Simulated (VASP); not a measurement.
# BaH4 (C2/m) in VASP: settings compared, part 2 of 2

VASP 6.6.1. The steps go on from the part before.

## Step 3: Single point, PBE (13.24 Å³/atom)

This run uses another cell than the first one, of 13.24 Å³/atom.

INCAR reads:

```
SYSTEM = BaH4
PREC = Accurate ; ENCUT = 520
EDIFF = 1E-6 ; ISMEAR = 0
SIGMA = 0.02 ; LREAL = .False.
LASPH = .True. ; NELM = 60
ALGO = Normal ; ISIF = 2
LWAVE = .False. ; LCHARG = .True.
GGA = PE ; LELF = .True.
LVHAR = .True. ; NBANDS = 15
```

KPOINTS reads:

```
Automatic mesh
0
Gamma
  6 6 6
  0 0 0
```

POSCAR reads:

```
BaH4
1.0
    3.8198913715     -2.3060090459     -0.0043426501
    3.8198913715      2.3060090459     -0.0043426501
   -2.3879896631      0.0000000000      3.7596088962
Ba H
1 4
Direct
    0.0000000000      0.0000000000      0.5000000000
    0.7418002539      0.7418002539      0.7595993250
    0.2581997461      0.2581997461      0.2404006750
    0.5378340169      0.5378340169      0.9680510329
    0.4621659831      0.4621659831      0.0319489671
```

Potentials or basis: VASP PAW PBE potentials, release 64 (Ba_sv, H).

Command:

```console
$ cat potpaw_PBE.64/Ba_sv/POTCAR potpaw_PBE.64/H/POTCAR > POTCAR
$ mpirun -np 1 vasp_std > vasp.out
```

OUTCAR:

```text
SYSTEM = BaH4
   PREC = Accurate
   ENCUT = 520
   EDIFF = 1E-6
   ISMEAR = 0
   LREAL = .False.
   LASPH = .True.
   NELM = 60
   ISIF = 2
   GGA = PE

 ion  position               nearest neighbor table
   1  0.000  0.000  0.500-   2 2.77   3 2.77   2 2.79   2 2.79   3 2.79   3 2.79   3 2.79   2 2.79

   2  0.742  0.742  0.760-   1 2.77   1 2.79   1 2.79   1 2.79
   3  0.258  0.258  0.240-   1 2.77   1 2.79   1 2.79   1 2.79
   4  0.538  0.538  0.968-   5 0.77
   5  0.462  0.462  0.032-   4 0.77

  LATTYP: Found a base centered monoclinic cell.
 ALAT       =     7.6397876799
[... 637 lines left out ...]
  -------------------------------------------------------------------------------------
  Total       -0.1785610     -0.1879465     -0.1930340      0.0000000      0.0000000     -0.0139105
  in kB       -4.3224129     -4.5496068     -4.6727601      0.0000000      0.0000000     -0.3367316
  external PRESSURE =      -4.5149266 kB  Pullay stress =       0.0000000 kB

 VOLUME and BASIS-vectors are now :
 -----------------------------------------------------------------------------
  energy-cutoff  :      520.00
  volume of cell :       66.19
      direct lattice vectors                 reciprocal lattice vectors
     3.819891371 -2.306009046 -0.004342650     0.130988360 -0.216824822  0.083199838
     3.819891371  2.306009046 -0.004342650     0.130988360  0.216824822  0.083199838
    -2.387989663  0.000000000  3.759608896     0.000302604  0.000000000  0.266177319

 POSITION                                       TOTAL-FORCE (eV/Angst)
 -----------------------------------------------------------------------------------
     -1.19399      0.00000      1.87980        -0.000000      0.000000      0.000000
      3.85328      0.00000      2.84935        -0.001867      0.000000     -0.001486
      1.39852      0.00000      0.90157         0.001867      0.000000      0.001486
      1.79724      0.00000      3.63482        -0.015521      0.000000      0.000746
      3.45455      0.00000      0.11610         0.015521      0.000000     -0.000746
 -----------------------------------------------------------------------------------
    total drift:                                0.000000     -0.000000      0.000000

  FREE ENERGIE OF THE ION-ELECTRON SYSTEM (eV)
  ---------------------------------------------------
  free  energy   TOTEN  =       -16.7874535000 eV

  energy  without entropy=      -16.7874535000  energy(sigma->0) =      -16.78745350
```

stdout:

```text
POSCAR found type information on POSCAR BaH
 POSCAR found :  2 types and       5 ions
 scaLAPACK will be used
 LDA part: xc-table for (Slater+PW92), standard interpolation
 POSCAR, INCAR and KPOINTS ok, starting setup
 FFT: planning ... GRIDC
 FFT: planning ... GRID_SOFT
 FFT: planning ... GRID
 WAVECAR not read
 entering main loop
```

Run time: 67 s. Hardware: 1 thread of Intel Xeon Platinum 8259CL at 2.50GHz (Skylake/Cascade Lake), shared host; peak memory 0.24 GiB.

What came out:

```yaml
Free_energy: -16.7875 eV
Pressure: -0.5 GPa
Largest_force: 0.016 eV/Å
Band_gap_on_the_k_mesh: 2.47 eV (least direct gap 2.92 eV)
```

Forces on the atoms (eV/Å):
```
Ba   0.000  0.000  0.000
H   -0.002  0.000 -0.001
H    0.002  0.000  0.001
H   -0.016  0.000  0.001
H    0.016  0.000 -0.001
```

Caveat: spin-orbit coupling is left out, which moves the levels of the heavy elements. A k mesh can miss the band edges.

## Step 4: Single point, PBE (13.62 Å³/atom)

This run uses another cell than the first one, of 13.62 Å³/atom.

INCAR reads:

```
PREC     = Accurate       # precision mode
ENCUT    = 520            # plane-wave cutoff, eV
EDIFF    = 1E-6           # SCF threshold, eV
ISMEAR   = 0              # smearing method
SIGMA    = 0.02           # smearing width, eV
LREAL    = False          # projectors in reciprocal space
LASPH    = True           # aspherical terms in the spheres
NELM     = 60             # most SCF steps
ALGO     = Normal         # electronic algorithm
ISIF     = 2              # what is computed and relaxed
LWAVE    = False          # write WAVECAR
LCHARG   = False          # write CHGCAR
GGA      = PE             # functional
NBANDS   = 15             # bands
```

KPOINTS reads:

```
regular mesh
0
Gamma
  6 6 6
```

POSCAR reads:

```
BaH4
1.0
    3.8580258438     -2.3284820541     -0.0088013659
    3.8580258438      2.3284820541     -0.0088013659
   -2.4161754963      0.0000000000      3.7966674505
Ba H
1 4
Direct
    0.0000000000      0.0000000000      0.5000000000
    0.7422265183      0.7422265183      0.7590833383
    0.2577734817      0.2577734817      0.2409166617
    0.5370469128      0.5370469128      0.9677217248
    0.4629530872      0.4629530872      0.0322782752
```

Command:

```console
$ cat potpaw_PBE.64/Ba_sv/POTCAR potpaw_PBE.64/H/POTCAR > POTCAR
$ mpirun -np 1 vasp_std > vasp.out
```

Wall time 64 s (1 thread of Intel Xeon Platinum 8259CL at 2.50GHz (Skylake/Cascade Lake), shared host); peak memory 0.24 GiB.

The run converged. Its results:

| Property | Result |
| --- | --- |
| Free energy | -16.7793 eV |
| Pressure | -1.2 GPa |
| Largest force | 0.012 eV/Å |
| Band gap on the k mesh | 2.49 eV (least direct gap 2.98 eV) |

Forces on the atoms (eV/Å):
```
Ba   0.000  0.000  0.000
H   -0.001  0.000 -0.002
H    0.001  0.000  0.002
H   -0.012  0.000  0.001
H    0.012  0.000 -0.001
```

Levels at points of the mesh, in eV from the valence-band top:
```csv
k point,band 4,band 5,band 6,band 7,band 8,band 9,band 10,band 11
"(0.00, 0.00, 0.00)",-11.96,-7.53,-1.70,0.00,3.11,3.13,3.52,4.94
"(0.50, 0.00, 0.00)",-12.02,-6.78,-2.45,-0.49,2.52,2.88,5.75,5.80
"(0.50, 0.50, 0.00)",-12.10,-7.13,-1.85,-1.17,4.09,5.02,5.77,6.01
"(0.00, 0.00, 0.50)",-12.02,-6.79,-2.42,-0.49,2.49,2.91,5.75,5.76
"(0.50, 0.00, 0.50)",-12.10,-7.14,-1.87,-1.14,4.09,4.94,5.74,6.01
"(0.50, 0.50, 0.50)",-12.05,-6.76,-2.80,-0.50,2.75,2.78,5.77,6.14
```

Caveat: spin-orbit coupling is left out, which moves the levels of the heavy elements. A k mesh can miss the band edges.

## Step 5: Single point, PBE (14.14 Å³/atom)

This run uses another cell than the first one, of 14.14 Å³/atom.

INCAR reads:

```
SYSTEM = BaH4
PREC = Accurate ; ENCUT = 520
EDIFF = 1E-6 ; ISMEAR = 0
SIGMA = 0.02 ; LREAL = .FALSE.
LASPH = .TRUE. ; NELM = 100
ALGO = Normal ; ISIF = 2
LWAVE = .FALSE. ; LCHARG = .TRUE.
GGA = PE ; LELF = .TRUE.
LVHAR = .TRUE. ; NBANDS = 15
```

KPOINTS reads:

```
Automatic mesh
0
G
  6 6 6
  0 0 0
```

POSCAR reads:

```
BaH4
1.0
    3.9076157319     -2.3573955605     -0.0127677267
    3.9076157319      2.3573955605     -0.0127677267
   -2.4510260777      0.0000000000      3.8446579490
Ba H
1 4
Direct
    0.0000000000      0.0000000000      0.5000000000
    0.7427543727      0.7427543727      0.7584032057
    0.2572456273      0.2572456273      0.2415967943
    0.5362350053      0.5362350053      0.9676375403
    0.4637649947      0.4637649947      0.0323624597
```

Command:

```console
$ cat potpaw_PBE.64/Ba_sv/POTCAR potpaw_PBE.64/H/POTCAR > POTCAR
$ mpirun -np 1 vasp_std > vasp.out
```

Run time: 64 s. Hardware: 1 thread of Intel Xeon Platinum 8259CL at 2.50GHz (Skylake/Cascade Lake), shared host; peak memory 0.24 GiB.

The run converged. Its results:

| Item | Value |
| --- | --- |
| Free energy | -16.7560 eV |
| Pressure | -2.0 GPa |
| Largest force | 0.013 eV/Å |
| Band gap on the k mesh | 2.50 eV (least direct gap 3.03 eV) |

Forces on the atoms (eV/Å):
```
Ba   0.000  0.000  0.000
H   -0.001  0.000 -0.003
H    0.001  0.000  0.003
H   -0.013  0.000  0.002
H    0.013  0.000 -0.002
```

Levels at points of the mesh, in eV from the valence-band top:
```tsv
k point	band 5	band 6	band 7	band 8	band 9	band 10
(0.00, 0.00, 0.00)	-7.44	-1.74	0.00	3.09	3.11	3.47
(0.50, 0.00, 0.00)	-6.78	-2.37	-0.53	2.53	2.87	5.61
(0.50, 0.50, 0.00)	-7.07	-1.79	-1.20	3.96	4.92	5.64
(0.00, 0.00, 0.50)	-6.78	-2.35	-0.53	2.50	2.90	5.61
(0.50, 0.00, 0.50)	-7.07	-1.80	-1.17	3.96	4.85	5.62
(0.50, 0.50, 0.50)	-6.75	-2.70	-0.54	2.75	2.78	5.61
```

Caveat: spin-orbit coupling is left out, which moves the levels of the heavy elements.

## Step 6: Single point, r2SCAN

POSCAR reads:

```
BaH4
1.0
    3.7841377485     -2.2820829433     -0.0011282488
    3.7841377485      2.2820829433     -0.0011282488
   -2.3625183764      0.0000000000      3.7212393235
Ba H
1 4
Direct
    0.0000000000      0.0000000000      0.5000000000
    0.7415912572      0.7415912572      0.7599528174
    0.2584087428      0.2584087428      0.2400471826
    0.5386548712      0.5386548712      0.9685421304
    0.4613451288      0.4613451288      0.0314578696
```

INCAR.step1 reads:

```
  PREC = Accurate
  ENCUT = 520
  ISMEAR = 0
  SIGMA = 0.02
  LREAL = F
  LASPH = T
  NELM = 60
  NBANDS = 15
  GGA = PE
  ALGO = Normal
  EDIFF = 1E-4
  LWAVE = T
  LCHARG = F
```

INCAR.step2 reads:

```
  PREC = Accurate
  ENCUT = 520
  EDIFF = 1E-6
  ISMEAR = 0
  SIGMA = 0.02
  LREAL = F
  LASPH = T
  NELM = 60
  ALGO = Normal
  ISIF = 2
  LWAVE = F
  LCHARG = T
  METAGGA = R2SCAN
  LMIXTAU = T
  LELF = T
  LVHAR = T
  NBANDS = 15
  ISTART = 1
```

KPOINTS reads:

```
regular mesh
0
Gamma
  6 6 6
```

Potentials or basis: VASP PAW PBE potentials, release 64 (Ba_sv, H).

Command:

```console
$ cat potpaw_PBE.64/Ba_sv/POTCAR potpaw_PBE.64/H/POTCAR > POTCAR
$ cp INCAR.step1 INCAR
$ mpirun -np 1 vasp_std > vasp.out
$ cp INCAR.step2 INCAR
$ mpirun -np 1 vasp_std > vasp.out
```

It took 4.1 min on 1 thread of Intel Xeon Platinum 8259CL at 2.50GHz (Skylake/Cascade Lake), shared host; peak memory 0.25 GiB.

It converged, with:

```
Free energy            : -41.9987 eV
Pressure               : 0.0 GPa
Largest force          : 0.286 eV/Å
Band gap on the k mesh : 2.90 eV (least direct gap 3.29 eV)
```

Forces on the atoms (eV/Å):
```
Ba   0.000  0.000  0.000
H    0.003  0.000 -0.003
H   -0.003  0.000  0.003
H   -0.274  0.000  0.082
H    0.274  0.000 -0.082
```

Stress tensor (GPa, compression positive):
```
-0.22  0.00  0.10
 0.00  0.20  0.00
 0.10  0.00  0.14
```

Levels at points of the mesh, in eV from the valence-band top:
| k point | band 3 | band 4 | band 5 | band 6 | band 7 | band 8 | band 9 | band 10 | band 11 | band 12 |
| --- | --- | --- | --- | --- | --- | --- | --- | --- | --- | --- |
| (0.00, 0.00, 0.00) | -12.11 | -12.08 | -7.90 | -1.60 | 0.00 | 3.63 | 3.67 | 4.10 | 5.66 | 5.74 |
| (0.50, 0.00, 0.00) | -12.15 | -12.15 | -7.04 | -2.53 | -0.39 | 2.97 | 3.37 | 6.56 | 6.67 | 7.48 |
| (0.50, 0.50, 0.00) | -12.29 | -12.25 | -7.48 | -1.94 | -1.09 | 4.88 | 5.71 | 6.58 | 6.83 | 7.18 |
| (0.00, 0.00, 0.50) | -12.15 | -12.15 | -7.04 | -2.49 | -0.39 | 2.90 | 3.42 | 6.54 | 6.60 | 7.56 |
| (0.50, 0.00, 0.50) | -12.29 | -12.25 | -7.49 | -1.98 | -1.03 | 4.88 | 5.56 | 6.54 | 6.83 | 7.18 |
| (0.50, 0.50, 0.50) | -12.19 | -12.18 | -7.03 | -2.93 | -0.40 | 3.22 | 3.28 | 6.61 | 6.98 | 7.00 |

Caveat: the PAW data sets were made with another functional, which shifts forces and pressure a little; spin-orbit coupling is left out, which moves the levels of the heavy elements.

## Step 7: The runs side by side

```csv
level,cell,gap on the mesh (eV),pressure (GPa),largest force (eV/Å)
PBEsol,"a = 4.419, b = 4.419, c = 4.408 Å, angles 117.3, 117.3, 62.2°, 5 atoms, atomic positions A",2.25,-1.2,0.47
PBE,"a = 4.462, b = 4.462, c = 4.454 Å, angles 117.4, 117.4, 62.2°, 5 atoms, atomic positions B",2.47,-0.5,0.02
PBE,"a = 4.506, b = 4.506, c = 4.500 Å, angles 117.5, 117.5, 62.2°, 5 atoms, atomic positions C",2.49,-1.2,0.01
PBE,"a = 4.564, b = 4.564, c = 4.559 Å, angles 117.6, 117.6, 62.2°, 5 atoms, atomic positions D",2.50,-2.0,0.01
r2SCAN,"a = 4.419, b = 4.419, c = 4.408 Å, angles 117.3, 117.3, 62.2°, 5 atoms, atomic positions A",2.90,0.0,0.29
```

Alike in all rows: task single point; potentials or basis VASP PAW PBE potentials, release 64 (Ba_sv, H); no spin polarisation; k mesh 6 × 6 × 6; cutoff (eV) 520; smearing gaussian 0.02 eV.

Caveats: spin-orbit coupling is left out, which moves the levels of the heavy elements; the PAW data sets were made with another functional, which shifts forces and pressure a little (at least some runs).

Total energies depend on the potentials used, so only differences within one code and one set of settings carry meaning.
